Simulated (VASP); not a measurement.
# Sc3Al (Pm-3m) in VASP: further runs

The runs below take Sc3Al through single point, with PBEsol.

All numbers are computed with VASP 6.6.1; they aren't measurements. Logs are shortened: lines on timing, memory, paths and dates and some standing lists are left out, and cuts for length are marked.

## Step 1: The cell of the first run

Symmetry: Pm-3m, No. 221, cubic system. The conventional cell has a = 4.375 Å, b = 4.375 Å, c = 4.375 Å, α = 90.00°, β = 90.00°, γ = 90.00°. Sc (site symmetry 4/mmm) has 8 Sc at 3.09 Å and 4 Al at 3.09 Å within 4.1 Å. Al (site symmetry m-3m) has 12 Sc at 3.09 Å within 4.1 Å.

## Step 2: Single point, PBEsol

The input, INCAR:

```
SYSTEM = Sc3Al
PREC     = Accurate       ! precision mode
ENCUT    = 520            ! plane-wave cutoff, eV
EDIFF    = 1E-6           ! SCF threshold, eV
ISMEAR   = 0              ! smearing method
SIGMA    = 0.1            ! smearing width, eV
LREAL    = .False.        ! projectors in reciprocal space
LASPH    = .True.         ! aspherical terms in the spheres
NELM     = 100            ! most SCF steps
ALGO     = Normal         ! electronic algorithm
ISIF     = 2              ! what is computed and relaxed
LWAVE    = .False.        ! write WAVECAR
LCHARG   = .False.        ! write CHGCAR
GGA      = PS             ! functional
NBANDS   = 26             ! bands
```

The input, KPOINTS:

```
regular mesh
0
Gamma
  10 10 10
  0 0 0
```

The input, POSCAR:

```
Sc3Al
1.0
    4.3747949988      0.0000000000      0.0000000000
    0.0000000000      4.3747949988      0.0000000000
    0.0000000000      0.0000000000      4.3747949988
Sc Al
3 1
Direct
    0.5000000000      0.0000000000      0.5000000000
    0.0000000000      0.5000000000      0.5000000000
    0.5000000000      0.5000000000      0.0000000000
    0.0000000000      0.0000000000      0.0000000000
```

Potentials or basis: VASP PAW PBE potentials, release 64 (Sc_sv, Al).

Run with:

```sh
cat potpaw_PBE.64/Sc_sv/POTCAR potpaw_PBE.64/Al/POTCAR > POTCAR
mpirun -np 1 vasp_std > vasp.out
```

OUTCAR:

```text
SYSTEM = Sc3Al
   PREC = Accurate
   ENCUT = 520
   EDIFF = 1E-6
   ISMEAR = 0
   LREAL = .False.
   LASPH = .True.
   NELM = 100
   ISIF = 2
   GGA = PS

 ion  position               nearest neighbor table
   1  0.500  0.000  0.500-   2 3.09   3 3.09   4 3.09   3 3.09   4 3.09   2 3.09   3 3.09   3 3.09
                             2 3.09   4 3.09   4 3.09   2 3.09
   2  0.000  0.500  0.500-   1 3.09   3 3.09   4 3.09   3 3.09   4 3.09   1 3.09   4 3.09   4 3.09
                             1 3.09   3 3.09   3 3.09   1 3.09
   3  0.500  0.500  0.000-   1 3.09   2 3.09   4 3.09   1 3.09   2 3.09   1 3.09   4 3.09   1 3.09
                             2 3.09   4 3.09   2 3.09   4 3.09
   4  0.000  0.000  0.000-   1 3.09   2 3.09   3 3.09   1 3.09   2 3.09   2 3.09   3 3.09   2 3.09
                             1 3.09   3 3.09   1 3.09   3 3.09

  LATTYP: Found a simple cubic cell.
 ALAT       =     4.3747949988

  Lattice vectors:

 A1 = (   4.3747949988,   0.0000000000,   0.0000000000)
 A2 = (   0.0000000000,   4.3747949988,   0.0000000000)
 A3 = (   0.0000000000,   0.0000000000,   4.3747949988)

Analysis of symmetry for initial positions (statically):
=====================================================================
 Subroutine PRICEL returns:
 Original cell was already a primitive cell.

 Routine SETGRP: Setting up the symmetry group for a
 simple cubic supercell.

 Subroutine GETGRP returns: Found 48 space group operations
 (whereof 48 operations were pure point group operations)
 out of a pool of 48 trial point group operations.

The static configuration has the point symmetry O_h .

Analysis of symmetry for dynamics (positions and initial velocities):
=====================================================================
 Subroutine PRICEL returns:
 Original cell was already a primitive cell.

 Routine SETGRP: Setting up the symmetry group for a
 simple cubic supercell.

 Subroutine GETGRP returns: Found 48 space group operations
 (whereof 48 operations were pure point group operations)
 out of a pool of 48 trial point group operations.

The dynamic configuration has the point symmetry O_h .

 Subroutine INISYM returns: Found 48 space group operations
 (whereof 48 operations are pure point group operations),
 and found     1 'primitive' translations

----------------------------------------------------------------------------------------

                                     Primitive cell

  volume of cell :      83.7285

  direct lattice vectors                    reciprocal lattice vectors
     4.374794999  0.000000000  0.000000000     0.228582139  0.000000000  0.000000000
     0.000000000  4.374794999  0.000000000     0.000000000  0.228582139  0.000000000
     0.000000000  0.000000000  4.374794999     0.000000000  0.000000000  0.228582139

  length of vectors
     4.374794999  4.374794999  4.374794999     0.228582139  0.228582139  0.228582139

  position of ions in fractional coordinates (direct lattice)
     0.500000000  0.000000000  0.500000000
     0.000000000  0.500000000  0.500000000
     0.500000000  0.500000000  0.000000000
     0.000000000  0.000000000  0.000000000

  ion indices of the primitive-cell ions
   primitive index   ion index
                 1           1
                 2           2
                 3           3
                 4           4

----------------------------------------------------------------------------------------

 KPOINTS: regular mesh

Automatic generation of k-mesh.
 Grid dimensions read from file:
 generate k-points for:   10   10   10

 Generating k-lattice:

  Cartesian coordinates                     Fractional coordinates (reciprocal lattice)
     0.022858214  0.000000000  0.000000000     0.100000000  0.000000000  0.000000000
     0.000000000  0.022858214  0.000000000     0.000000000  0.100000000  0.000000000
     0.000000000  0.000000000  0.022858214     0.000000000  0.000000000  0.100000000

  Length of vectors
     0.022858214  0.022858214  0.022858214

  Shift w.r.t. Gamma in fractional coordinates (k-lattice)
     0.000000000  0.000000000  0.000000000

 Subroutine IBZKPT returns following result:
 ===========================================

 Found     56 irreducible k-points:

 Following reciprocal coordinates:
            Coordinates               Weight
  0.000000  0.000000  0.000000      1.000000
  0.100000  0.000000  0.000000      6.000000
  0.200000  0.000000  0.000000      6.000000
  0.300000  0.000000  0.000000      6.000000
  0.400000  0.000000  0.000000      6.000000
  0.500000  0.000000  0.000000      3.000000
[... 16 lines left out ...]
  0.200000  0.100000  0.100000     24.000000
  0.300000  0.100000  0.100000     24.000000
 [... further k-points ...]
   k-points           NKPTS =     56   k-points in BZ     NKDIM =     56   number of bands    NBANDS=     26
   number of dos      NEDOS =    301   number of ions     NIONS =      4
   total plane-waves  NPLWV =  46656
   dimension x,y,z NGX =    36 NGY =   36 NGZ =   36
   dimension x,y,z NGXF=    72 NGYF=   72 NGZF=   72
   ions per type =               3   1
   NGX,Y,Z   is equivalent  to a cutoff of  13.68, 13.68, 13.68 a.u.
   NGXF,Y,Z  is equivalent  to a cutoff of  27.36, 27.36, 27.36 a.u.
 SYSTEM =  Sc3Al
   PREC   = accura    normal or accurate (medium, high low for compatibility)
   ISTART =      0    job   : 0-new  1-cont  2-samecut
   ICHARG =      2    charge: 1-file 2-atom 10-const
   ISPIN  =      1    spin polarized calculation?
   LNONCOLLINEAR =      F non collinear calculations
   LSORBIT =      F    spin-orbit coupling
   LASPH  =      T    aspherical Exc in radial PAW
   ENCUT  =  520.0 eV  38.22 Ry    6.18 a.u.   8.13  8.13  8.13*2*pi/ulx,y,z
   NELM   =    100;   NELMIN=  2; NELMDL= -5     # of ELM steps
   EDIFF  = 0.1E-05   stopping-criterion for ELM
   LREAL  =      F    real-space projection
   EDIFFG = 0.1E-04   stopping-criterion for IOM
   NSW    =      0    number of steps for IOM
   IBRION =     -1    ionic relax: 0-MD 1-quasi-New 2-CG
   NFREE  =      0    steps in history (QN), initial steepest desc. (CG)
   ISIF   =      2    stress and relaxation
   ISYM   =      2    0-nonsym 1-usesym 2-fastsym
   POTIM  = 0.5000    time-step for ionic-motion
   TEBEG  =    0.0;   TEEND  =   0.0 temperature during run
   PSTRESS=    0.0 pullay stress
   NELECT =      36.0000    total number of electrons
   NUPDOWN=      -1.0000    fix difference up-down
   EMIN   =  10.00;   EMAX   =-10.00  energy-range for DOS
   EFERMI =   0.00;   METHOD = LEGACY
   ISMEAR =     0;   SIGMA  =   0.10  broadening in eV -4-tet -1-fermi 0-gaus
   EFERMI_NEDOS =   21; number of points for ismear=-14 and -15
   IALGO  =     38    algorithm
   IMIX   =      4    mixing-type and parameters
     AMIX     =   0.40;   BMIX     =  1.00
     AMIX_MAG =   1.60;   BMIX_MAG =  1.00
  volume/ion in A,a.u.               =      20.93       141.26
  Fermi-wavevector in a.u.,A,eV,Ry     =   1.235619  2.334982 20.772758  1.526755
  Thomas-Fermi vector in A             =   2.370261
   LORBIT       =      0    0 simple, 1 ext, 2 COOP (PROOUT), +10 PAW based schemes
   GGA     = PS    functional components
   LHFCALC =     F    Hartree Fock is set to
   AEXX    =    0.0000 exact exchange contribution
   IVDW    =     0    specifies the selected vdW correction
   LEPSILON=     F    determine dielectric tensor
   LRPA    =     F    only Hartree local field effects (RPA)
 non-spin polarized calculation
 Gauss-broadening in eV      SIGMA  =   0.10
  energy-cutoff  :      520.00
  volume of cell :       83.73
 maximum number of plane-waves:      2301
 NGX is ok and might be reduce to    36
   NGX = 17   NGY = 17   NGZ = 17

 number of electron      35.9999994 magnetization

 Free energy of the ion-electron system (eV)
  ---------------------------------------------------
  ext. energy  EPLUGINS =         0.00000000
  ---------------------------------------------------
  free energy    TOTEN  =       -24.95343054 eV

  energy without entropy =      -24.92583938  energy(sigma->0) =      -24.93963496

 E-fermi :   4.8620     XC(G=0): -10.3604

 val. band max:        4.8578305622   @ k =   0.5000   0.5000   0.2000
 cond. band min:       4.8643449170   @ k =   0.4000   0.0000   0.0000
 fundamental gap:      0.0065143548
 Fermi energy:         4.8620377490

 k-point     1 :       0.0000    0.0000    0.0000
  band No.  band energies     occupation
      1     -44.2657      2.00000
      2     -44.1478      2.00000
      3     -44.1478      2.00000
      4     -23.1889      2.00000
      5     -23.1889      2.00000
      6     -23.1889      2.00000
[... 18 lines left out ...]
     25       7.2927      0.00000
     26       8.4880      0.00000

 k-point     2 :       0.1000    0.0000    0.0000
  band No.  band energies     occupation
      1     -44.2632      2.00000
      2     -44.1503      2.00000
      3     -44.1477      2.00000
      4     -23.1825      2.00000
      5     -23.1825      2.00000
      6     -23.1793      2.00000
[... 18 lines left out ...]
     25       7.4102      0.00000
     26       8.4117      0.00000

 k-point     3 :       0.2000    0.0000    0.0000
  band No.  band energies     occupation
      1     -44.2558      2.00000
      2     -44.1576      2.00000
      3     -44.1476      2.00000
      4     -23.1648      2.00000
      5     -23.1648      2.00000
      6     -23.1513      2.00000
[... 18 lines left out ...]
     25       7.6218      0.00000
     26       8.0842      0.00000

 k-point     4 :       0.3000    0.0000    0.0000
  band No.  band energies     occupation
      1     -44.2448      2.00000
      2     -44.1685      2.00000
      3     -44.1475      2.00000
      4     -23.1397      2.00000
      5     -23.1397      2.00000
      6     -23.1066      2.00000
[... 18 lines left out ...]
     25       7.6382      0.00000
     26       7.6382      0.00000
[... 496 lines left out ...]
      1     -44.2582      2.00000
      2     -44.1514      2.00000
      3     -44.1514      2.00000
      4     -23.1949      2.00000
      5     -23.1539      2.00000
      6     -23.1539      2.00000
[... 18 lines left out ...]
     25       7.4248      0.00000
     26       8.3234      0.00000

 k-point    23 :       0.2000    0.1000    0.1000
  band No.  band energies     occupation
      1     -44.2511      2.00000
      2     -44.1584      2.00000
      3     -44.1513      2.00000
      4     -23.1915      2.00000
      5     -23.1371      2.00000
      6     -23.1163      2.00000
[... 18 lines left out ...]
     25       7.5863      0.00000
     26       8.0358      0.00000

 k-point    24 :       0.3000    0.1000    0.1000
  band No.  band energies     occupation
      1     -44.2406      2.00000
      2     -44.1689      2.00000
      3     -44.1512      2.00000
      4     -23.1743      2.00000
      5     -23.1123      2.00000
      6     -23.0736      2.00000
[... 18 lines left out ...]
     25       7.5413      0.00000
     26       7.9038      0.00000

 [... further k-points ...]

------------------------ aborting loop because EDIFF is reached ----------------------------------------

  FORCE on cell =-STRESS in cart. coord.  units (eV):
  Direction    XX          YY          ZZ          XY          YZ          ZX
  --------------------------------------------------------------------------------------
  -------------------------------------------------------------------------------------
  Total        0.0376646      0.0376646      0.0376646      0.0000000      0.0000000      0.0000000
  in kB        0.7207267      0.7207267      0.7207267      0.0000000      0.0000000      0.0000000
  external PRESSURE =       0.7207267 kB  Pullay stress =       0.0000000 kB

 VOLUME and BASIS-vectors are now :
 -----------------------------------------------------------------------------
  energy-cutoff  :      520.00
  volume of cell :       83.73
      direct lattice vectors                 reciprocal lattice vectors
     4.374794999  0.000000000  0.000000000     0.228582139  0.000000000  0.000000000
     0.000000000  4.374794999  0.000000000     0.000000000  0.228582139  0.000000000
     0.000000000  0.000000000  4.374794999     0.000000000  0.000000000  0.228582139

 POSITION                                       TOTAL-FORCE (eV/Angst)
 -----------------------------------------------------------------------------------
      2.18740      0.00000      2.18740         0.000000      0.000000      0.000000
      0.00000      2.18740      2.18740         0.000000      0.000000      0.000000
      2.18740      2.18740      0.00000         0.000000      0.000000      0.000000
      0.00000      0.00000      0.00000         0.000000      0.000000      0.000000
 -----------------------------------------------------------------------------------
    total drift:                                0.000000      0.000000      0.000000

  FREE ENERGIE OF THE ION-ELECTRON SYSTEM (eV)
  ---------------------------------------------------
  free  energy   TOTEN  =       -24.9534305371 eV

  energy  without entropy=      -24.9258393817  energy(sigma->0) =      -24.93963496
```

Wall time 2.1 min (1 thread of Intel Xeon Platinum 8375C at 2.90GHz (Ice Lake), shared host); peak memory 0.26 GiB.

What came out:

```yaml
Free_energy: -24.9534 eV
Pressure: 0.1 GPa
Band_gap_on_the_k_mesh: zero (band 18 reaches 5.08 eV, above the bottom of band 19 at 3.75 eV)
```

Caveat: the PAW data sets were made with another functional, which shifts forces and pressure a little.

## Step 3: Single point, PBEsol

This run uses another cell than the first one, of 21.04 Å³/atom, 1.005 times its volume.

The input, INCAR:

```
SYSTEM = Sc3Al
ALGO = Fast
EDIFF = 1E-6
ENCUT = 520
GGA = PS
ISIF = 2
ISMEAR = -1
LASPH = .True.
LCHARG = .False.
LREAL = .False.
LWAVE = .False.
NBANDS = 26
NELM = 100
PREC = Accurate
SIGMA = 0.15
```

The input, KPOINTS:

```
k-points
0
Gamma
  10 10 10
  0 0 0
```

The input, POSCAR:

```
Sc3Al
1.0
    4.3820300097      0.0000000000      0.0000000000
    0.0000000000      4.3820300097      0.0000000000
    0.0000000000      0.0000000000      4.3820300097
Sc Al
3 1
Direct
    0.5000000000      0.0000000000      0.5000000000
    0.0000000000      0.5000000000      0.5000000000
    0.5000000000      0.5000000000      0.0000000000
    0.0000000000      0.0000000000      0.0000000000
```

Potentials or basis: VASP PAW PBE potentials, release 64 (Sc_sv, Al).

Run with:

```sh
cat potpaw_PBE.64/Sc_sv/POTCAR potpaw_PBE.64/Al/POTCAR > POTCAR
mpirun -np 1 vasp_std > vasp.out
```

It took 2.8 min on 1 thread of Intel Xeon Platinum 8375C at 2.90GHz (Ice Lake), shared host; peak memory 0.26 GiB.

The run converged. Its results:

* Free energy: -25.1331 eV
* Pressure: 0.1 GPa
* Band gap on the k mesh: zero (band 18 reaches 5.06 eV, above the bottom of band 19 at 3.71 eV)

Levels at points of the mesh, in eV from the Fermi level:
| k point | band 16 | band 17 | band 18 | band 19 | band 20 | band 21 |
| --- | --- | --- | --- | --- | --- | --- |
| (0.00, 0.00, 0.00) | -1.03 | -0.40 | -0.40 | -0.40 | 0.72 | 0.72 |
| (0.50, 0.00, 0.00) | -0.78 | -0.78 | 0.13 | 0.20 | 0.94 | 0.94 |
| (0.50, 0.50, 0.00) | -1.43 | -0.93 | 0.27 | 0.52 | 0.52 | 1.17 |
| (0.50, 0.50, 0.50) | -1.47 | -1.08 | -1.08 | -1.08 | 0.57 | 1.49 |

Caveat: the PAW data sets were made with another functional, which shifts forces and pressure a little.

## Step 4: Single point, PBEsol

The input, INCAR:

```
SYSTEM = Sc3Al
  PREC = Accurate
  ENCUT = 520
  EDIFF = 1E-7
  ISMEAR = 0
  SIGMA = 0.1
  LREAL = .False.
  LASPH = .True.
  NELM = 80
  ALGO = Fast
  ISIF = 2
  LWAVE = .False.
  LCHARG = .False.
  GGA = PS
  NBANDS = 26
```

The input, KPOINTS:

```
Automatic mesh
0
Gamma
  12 12 12
  0 0 0
```

The input, POSCAR:

```
Sc3Al
1.0
    4.3747949989      0.0000000000      0.0000000000
    0.0000000000      4.3747949989      0.0000000000
    0.0000000000      0.0000000000      4.3747949989
Sc Al
3 1
Direct
    0.5000000000      0.0000000000      0.5000000000
    0.0000000000      0.5000000000      0.5000000000
    0.5000000000      0.5000000000      0.0000000000
    0.0000000000      0.0000000000      0.0000000000
```

Run with:

```sh
cat potpaw_PBE.64/Sc_sv/POTCAR potpaw_PBE.64/Al/POTCAR > POTCAR
mpirun -np 1 vasp_std > vasp.out
```

Run time: 2.1 min. Hardware: 1 thread of Intel Xeon 6975P-C (Granite Rapids), shared host; peak memory 0.31 GiB.

Results (log left out):

```
Free energy            : -24.9547 eV
Pressure               : 0.1 GPa
Band gap on the k mesh : zero (band 18 reaches 5.08 eV, above the bottom of band 19 at 3.75 eV)
```

Levels at points of the mesh, in eV from the Fermi level:
```tsv
k point	band 15	band 16	band 17	band 18	band 19	band 20	band 21	band 22
(0.00, 0.00, 0.00)	-1.06	-1.06	-0.45	-0.45	-0.45	0.71	0.71	0.71
(0.50, 0.00, 0.00)	-1.37	-0.81	-0.81	0.08	0.18	0.91	0.91	1.62
(0.50, 0.50, 0.00)	-2.81	-1.47	-0.96	0.23	0.48	0.48	1.14	1.14
(0.50, 0.50, 0.50)	-1.51	-1.51	-1.10	-1.10	-1.10	0.53	1.46	1.46
```

Caveat: the PAW data sets were made with another functional, which shifts forces and pressure a little.

## Step 5: The runs side by side

| cell | k mesh | smearing | gap on the mesh (eV) | pressure (GPa) |
| --- | --- | --- | --- | --- |
| a = 4.375 Å, 4 atoms | 10 × 10 × 10 | gaussian 0.1 eV | none | 0.1 |
| a = 4.382 Å, 4 atoms | 10 × 10 × 10 | fermi-dirac 0.15 eV | none | 0.1 |
| a = 4.375 Å, 4 atoms | 12 × 12 × 12 | gaussian 0.1 eV | none | 0.1 |

Alike in all rows: task single point; level PBEsol; potentials or basis VASP PAW PBE potentials, release 64 (Sc_sv, Al); no spin polarisation; cutoff (eV) 520.

Caveats: the PAW data sets were made with another functional, which shifts forces and pressure a little.

Total energies depend on the potentials used, so only differences within one code and one set of settings carry meaning.
